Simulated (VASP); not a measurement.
# TiTe2 (P-3m1) in VASP: a series of runs

The runs below take TiTe2 through single point, relaxation of the atoms, with PBE.

Everything below comes from runs of VASP 6.6.1. Logs are shortened: lines on timing, memory, paths and dates and some standing lists are left out, and cuts for length are marked.

## 1. The cell of the first run

It takes space group P-3m1 (No. 164, trigonal). The conventional cell has a = 3.777 Å, b = 3.777 Å, c = 6.498 Å, α = 90.00°, β = 90.00°, γ = 120.00°. Within 3.8 Å of Ti (site symmetry -3m) lie 6 Te at 2.77 Å and 6 Ti at 3.78 Å. Within 3.8 Å of Te (site symmetry 3m) lie 3 Ti at 2.77 Å and 9 Te at 3.77 to 3.78 Å.

## 2. Single point, PBE

The input, INCAR:

```
PREC = Accurate
ENCUT = 500
EDIFF = 1E-6
ISMEAR = -1
SIGMA = 0.05
LREAL = F
LASPH = T
NELM = 120
ALGO = Normal
ISIF = 2
LWAVE = F
LCHARG = F
GGA = PE
NBANDS = 19
GGA_COMPAT = F
```

The input, KPOINTS:

```
Automatic mesh
0
Gamma
  10 10 5
```

The input, POSCAR:

```
TiTe2
1.0
    3.7770000000      0.0000000000      0.0000000000
   -1.8885000000      3.2709779501      0.0000000000
    0.0000000000      0.0000000000      6.4980000000
Ti Te
1 2
Direct
    0.0000000000      0.0000000000      0.0000000000
    0.6666666667      0.3333333333      0.2632543732
    0.3333333333      0.6666666667      0.7367456268
```

Potentials or basis: VASP PAW PBE potentials, release 64 (Ti_sv, Te).

Started as:

```console
$ cat potpaw_PBE.64/Ti_sv/POTCAR potpaw_PBE.64/Te/POTCAR > POTCAR
$ mpirun -np 1 vasp_std > vasp.out
```

OUTCAR:

```text
PREC = Accurate
   ENCUT = 500
   EDIFF = 1E-6
   ISMEAR = -1
   LREAL = F
   LASPH = T
   NELM = 120
   ISIF = 2
   GGA = PE

 ion  position               nearest neighbor table
   1  0.000  0.000  0.000-   2 2.77   3 2.77   2 2.77   3 2.77   2 2.77   3 2.77
   2  0.667  0.333  0.263-   1 2.77   1 2.77   1 2.77
   3  0.333  0.667  0.737-   1 2.77   1 2.77   1 2.77

  LATTYP: Found a hexagonal cell.
 ALAT       =     3.7770000000
 C/A-ratio  =     1.7204130262

  Lattice vectors:

 A1 = (   3.7770000000,   0.0000000000,   0.0000000000)
 A2 = (  -1.8885000000,   3.2709779501,   0.0000000000)
 A3 = (   0.0000000000,   0.0000000000,   6.4980000000)

Analysis of symmetry for initial positions (statically):
=====================================================================
 Subroutine PRICEL returns:
 Original cell was already a primitive cell.

 Routine SETGRP: Setting up the symmetry group for a
 hexagonal supercell.

 Subroutine GETGRP returns: Found 12 space group operations
 (whereof 12 operations were pure point group operations)
 out of a pool of 24 trial point group operations.

The static configuration has the point symmetry D_3d.

Analysis of symmetry for dynamics (positions and initial velocities):
=====================================================================
 Subroutine PRICEL returns:
 Original cell was already a primitive cell.

 Routine SETGRP: Setting up the symmetry group for a
 hexagonal supercell.

 Subroutine GETGRP returns: Found 12 space group operations
 (whereof 12 operations were pure point group operations)
 out of a pool of 24 trial point group operations.

The dynamic configuration has the point symmetry D_3d.

 Subroutine INISYM returns: Found 12 space group operations
 (whereof 12 operations are pure point group operations),
 and found     1 'primitive' translations

----------------------------------------------------------------------------------------

                                     Primitive cell

  volume of cell :      80.2794

  direct lattice vectors                    reciprocal lattice vectors
     3.777000000  0.000000000  0.000000000     0.264760392  0.152859484  0.000000000
    -1.888500000  3.270977950  0.000000000     0.000000000  0.305718967  0.000000000
     0.000000000  0.000000000  6.498000000     0.000000000  0.000000000  0.153893506

  length of vectors
     3.777000000  3.777000000  6.498000000     0.305718967  0.305718967  0.153893506

  position of ions in fractional coordinates (direct lattice)
     0.000000000  0.000000000  0.000000000
     0.666666667  0.333333333  0.263254373
     0.333333333  0.666666667  0.736745627

  ion indices of the primitive-cell ions
   primitive index   ion index
                 1           1
                 2           2
                 3           3

----------------------------------------------------------------------------------------

 KPOINTS: Automatic mesh

Automatic generation of k-mesh.
 Grid dimensions read from file:
 generate k-points for:   10   10    5

 Generating k-lattice:

  Cartesian coordinates                     Fractional coordinates (reciprocal lattice)
     0.026476039  0.015285948  0.000000000     0.100000000 -0.000000000  0.000000000
     0.000000000  0.030571897  0.000000000     0.000000000  0.100000000  0.000000000
     0.000000000  0.000000000  0.030778701     0.000000000  0.000000000  0.200000000

  Length of vectors
     0.030571897  0.030571897  0.030778701

  Shift w.r.t. Gamma in fractional coordinates (k-lattice)
     0.000000000  0.000000000  0.000000000

 Subroutine IBZKPT returns following result:
 ===========================================

 Found     58 irreducible k-points:

 Following reciprocal coordinates:
            Coordinates               Weight
  0.000000  0.000000  0.000000      1.000000
  0.100000  0.000000  0.000000      6.000000
  0.200000  0.000000  0.000000      6.000000
  0.300000 -0.000000  0.000000      6.000000
  0.400000  0.000000  0.000000      6.000000
  0.500000  0.000000  0.000000      3.000000
[... 16 lines left out ...]
  0.000000  0.400000  0.200000      6.000000
  0.500000  0.000000  0.200000      6.000000
 [... further k-points ...]
   k-points           NKPTS =     58   k-points in BZ     NKDIM =     58   number of bands    NBANDS=     19
   number of dos      NEDOS =    301   number of ions     NIONS =      3
   total plane-waves  NPLWV =  37632
   dimension x,y,z NGX =    28 NGY =   28 NGZ =   48
   dimension x,y,z NGXF=    56 NGYF=   56 NGZF=   96
   ions per type =               1   2
   NGX,Y,Z   is equivalent  to a cutoff of  12.32, 12.32, 12.28 a.u.
   NGXF,Y,Z  is equivalent  to a cutoff of  24.65, 24.65, 24.56 a.u.
 SYSTEM =  unknown system
   PREC   = accura    normal or accurate (medium, high low for compatibility)
   ISTART =      0    job   : 0-new  1-cont  2-samecut
   ICHARG =      2    charge: 1-file 2-atom 10-const
   ISPIN  =      1    spin polarized calculation?
   LNONCOLLINEAR =      F non collinear calculations
   LSORBIT =      F    spin-orbit coupling
   LASPH  =      T    aspherical Exc in radial PAW
   ENCUT  =  500.0 eV  36.75 Ry    6.06 a.u.   6.89  6.89 11.85*2*pi/ulx,y,z
   NELM   =    120;   NELMIN=  2; NELMDL= -5     # of ELM steps
   EDIFF  = 0.1E-05   stopping-criterion for ELM
   LREAL  =      F    real-space projection
   EDIFFG = 0.1E-04   stopping-criterion for IOM
   NSW    =      0    number of steps for IOM
   IBRION =     -1    ionic relax: 0-MD 1-quasi-New 2-CG
   NFREE  =      0    steps in history (QN), initial steepest desc. (CG)
   ISIF   =      2    stress and relaxation
   ISYM   =      2    0-nonsym 1-usesym 2-fastsym
   POTIM  = 0.5000    time-step for ionic-motion
   TEBEG  =    0.0;   TEEND  =   0.0 temperature during run
   PSTRESS=    0.0 pullay stress
   NELECT =      24.0000    total number of electrons
   NUPDOWN=      -1.0000    fix difference up-down
   EMIN   =  10.00;   EMAX   =-10.00  energy-range for DOS
   EFERMI =   0.00;   METHOD = LEGACY
   ISMEAR =    -1;   SIGMA  =   0.05  broadening in eV -4-tet -1-fermi 0-gaus
   EFERMI_NEDOS =   21; number of points for ismear=-14 and -15
   IALGO  =     38    algorithm
   IMIX   =      4    mixing-type and parameters
     AMIX     =   0.40;   BMIX     =  1.00
     AMIX_MAG =   1.60;   BMIX_MAG =  1.00
  volume/ion in A,a.u.               =      26.76       180.58
  Fermi-wavevector in a.u.,A,eV,Ry     =   1.094655  2.068597 16.303438  1.198269
  Thomas-Fermi vector in A             =   2.230964
   LORBIT       =      0    0 simple, 1 ext, 2 COOP (PROOUT), +10 PAW based schemes
   GGA     = PE    functional components
   LHFCALC =     F    Hartree Fock is set to
   AEXX    =    0.0000 exact exchange contribution
   IVDW    =     0    specifies the selected vdW correction
   LEPSILON=     F    determine dielectric tensor
   LRPA    =     F    only Hartree local field effects (RPA)
 non-spin polarized calculation
  energy-cutoff  :      500.00
  volume of cell :       80.28
 maximum number of plane-waves:      2054
   NGX = 13   NGY = 13   NGZ = 23

 number of electron      23.9999998 magnetization

 Free energy of the ion-electron system (eV)
  ---------------------------------------------------
  ext. energy  EPLUGINS =         0.00000000
  ---------------------------------------------------
  free energy    TOTEN  =       -16.21316477 eV

  energy without entropy =      -16.20198825  energy(sigma->0) =      -16.20757651

 E-fermi :   6.8388     XC(G=0):  -9.8622

 val. band max:        6.8039964933   @ k =   0.5000   0.0000   0.2000
 cond. band min:       6.8401463370   @ k =   0.1000   0.0000   0.4000
 fundamental gap:      0.0361498437
 Fermi energy:         6.8388307227

 k-point     1 :       0.0000    0.0000    0.0000
  band No.  band energies     occupation
      1     -50.6616      2.00000
      2     -26.9203      2.00000
      3     -26.9203      2.00000
      4     -26.8758      2.00000
      5      -5.5806      2.00000
      6      -4.0778      2.00000
[... 11 lines left out ...]
     18      11.9253      0.00000
     19      12.7490      0.00000

 k-point     2 :       0.1000    0.0000    0.0000
  band No.  band energies     occupation
      1     -50.6613      2.00000
      2     -26.9243      2.00000
      3     -26.9212      2.00000
      4     -26.8748      2.00000
      5      -5.4702      2.00000
      6      -4.0210      2.00000
[... 11 lines left out ...]
     18      12.6341      0.00000
     19      13.2952      0.00000

 k-point     3 :       0.2000    0.0000    0.0000
  band No.  band energies     occupation
      1     -50.6605      2.00000
      2     -26.9347      2.00000
      3     -26.9236      2.00000
      4     -26.8724      2.00000
      5      -5.1529      2.00000
      6      -3.8681      2.00000
[... 11 lines left out ...]
     18      12.8083      0.00000
     19      13.7355      0.00000

 k-point     4 :       0.3000   -0.0000    0.0000
  band No.  band energies     occupation
      1     -50.6596      2.00000
      2     -26.9475      2.00000
      3     -26.9266      2.00000
      4     -26.8694      2.00000
      5      -4.6778      2.00000
      6      -3.6793      2.00000
[... 11 lines left out ...]
     18      12.3837      0.00000
     19      12.9179      0.00000

 k-point     5 :       0.4000    0.0000    0.0000
  band No.  band energies     occupation
      1     -50.6589      2.00000
      2     -26.9578      2.00000
      3     -26.9289      2.00000
      4     -26.8670      2.00000
      5      -4.1529      2.00000
      6      -3.5711      2.00000
[... 11 lines left out ...]
     18      12.3058      0.00000
     19      12.4395      0.00000

 k-point     6 :       0.5000    0.0000    0.0000
  band No.  band energies     occupation
      1     -50.6586      2.00000
      2     -26.9618      2.00000
      3     -26.9298      2.00000
      4     -26.8661      2.00000
      5      -3.8225      2.00000
      6      -3.6277      2.00000
[... 11 lines left out ...]
     18      12.1544      0.00000
     19      12.4296      0.00000

 k-point     7 :       0.1000    0.1000    0.0000
  band No.  band energies     occupation
      1     -50.6608      2.00000
      2     -26.9312      2.00000
      3     -26.9231      2.00000
      4     -26.8732      2.00000
      5      -5.2562      2.00000
      6      -3.9158      2.00000
[... 11 lines left out ...]
     18      13.4478      0.00000
     19      13.9399      0.00000

 k-point     8 :       0.2000    0.1000    0.0000
  band No.  band energies     occupation
      1     -50.6599      2.00000
      2     -26.9421      2.00000
      3     -26.9265      2.00000
      4     -26.8705      2.00000
      5      -4.8585      2.00000
      6      -3.7414      2.00000
[... 256 lines left out ...]
 k-point    20 :       0.3000   -0.0000    0.2000
  band No.  band energies     occupation
      1     -50.6596      2.00000
      2     -26.9475      2.00000
      3     -26.9265      2.00000
      4     -26.8694      2.00000
      5      -4.6184      2.00000
      6      -3.7625      2.00000
[... 11 lines left out ...]
     18      11.8116      0.00000
     19      12.3180      0.00000

 k-point    21 :       0.0000    0.3000    0.2000
  band No.  band energies     occupation
      1     -50.6596      2.00000
      2     -26.9475      2.00000
      3     -26.9265      2.00000
      4     -26.8694      2.00000
      5      -4.5779      2.00000
      6      -3.8280      2.00000
[... 11 lines left out ...]
     18      12.1395      0.00000
     19      12.9193      0.00000

 k-point    22 :       0.4000    0.0000    0.2000
  band No.  band energies     occupation
      1     -50.6589      2.00000
      2     -26.9578      2.00000
      3     -26.9289      2.00000
      4     -26.8670      2.00000
      5      -4.1457      2.00000
      6      -3.5667      2.00000
[... 11 lines left out ...]
     18      11.5116      0.00000
     19      11.9666      0.00000

 k-point    23 :       0.0000    0.4000    0.2000
  band No.  band energies     occupation
      1     -50.6589      2.00000
      2     -26.9578      2.00000
      3     -26.9289      2.00000
      4     -26.8670      2.00000
      5      -4.0566      2.00000
      6      -3.6866      2.00000
[... 11 lines left out ...]
     18      11.5226      0.00000
     19      12.4531      0.00000

 k-point    24 :       0.5000    0.0000    0.2000
  band No.  band energies     occupation
      1     -50.6586      2.00000
      2     -26.9618      2.00000
      3     -26.9298      2.00000
      4     -26.8661      2.00000
      5      -3.8296      2.00000
      6      -3.6087      2.00000
[... 11 lines left out ...]
     18      11.4309      0.00000
     19      12.1717      0.00000

 [... further k-points ...]

------------------------ aborting loop because EDIFF is reached ----------------------------------------

  FORCE on cell =-STRESS in cart. coord.  units (eV):
  Direction    XX          YY          ZZ          XY          YZ          ZX
  --------------------------------------------------------------------------------------
  -------------------------------------------------------------------------------------
  Total        0.2544688      0.2544688      0.6659413      0.0000000     -0.0000000      0.0000000
  in kB        5.0785621      5.0785621     13.2905279      0.0000000     -0.0000000      0.0000000
  external PRESSURE =       7.8158840 kB  Pullay stress =       0.0000000 kB

 VOLUME and BASIS-vectors are now :
 -----------------------------------------------------------------------------
  energy-cutoff  :      500.00
  volume of cell :       80.28
      direct lattice vectors                 reciprocal lattice vectors
     3.777000000  0.000000000  0.000000000     0.264760392  0.152859484  0.000000000
    -1.888500000  3.270977950  0.000000000     0.000000000  0.305718967  0.000000000
     0.000000000  0.000000000  6.498000000     0.000000000  0.000000000  0.153893506

 POSITION                                       TOTAL-FORCE (eV/Angst)
 -----------------------------------------------------------------------------------
      0.00000      0.00000      0.00000         0.000000      0.000000     -0.000000
      1.88850      1.09033      1.71063         0.000000      0.000000      0.009439
     -0.00000      2.18065      4.78737        -0.000000     -0.000000     -0.009439
 -----------------------------------------------------------------------------------
    total drift:                               -0.000000     -0.000000     -0.000000

  FREE ENERGIE OF THE ION-ELECTRON SYSTEM (eV)
  ---------------------------------------------------
  free  energy   TOTEN  =       -16.2131647655 eV

  energy  without entropy=      -16.2019882471  energy(sigma->0) =      -16.20757651
```

Wall time 63 s (1 thread of AMD EPYC 7R13 (Zen 3), shared host); peak memory 0.2 GiB.

Results:

| Quantity | Value |
| --- | --- |
| Free energy | -16.2132 eV |
| Pressure | 0.8 GPa |
| Largest force | 0.009 eV/Å |
| Band gap on the k mesh | zero (bands 12 and 13 overlap by 0.60 eV) |

Forces on the atoms (eV/Å):
```
Ti   0.000  0.000  0.000
Te   0.000  0.000  0.009
Te   0.000  0.000 -0.009
```

Caveat: spin-orbit coupling is left out, which moves the levels of the heavy elements; this functional lacks dispersion, which binds the layers, so the pressure and a relaxed spacing across them are unreliable.

(Part 1 of 2 ends here.)
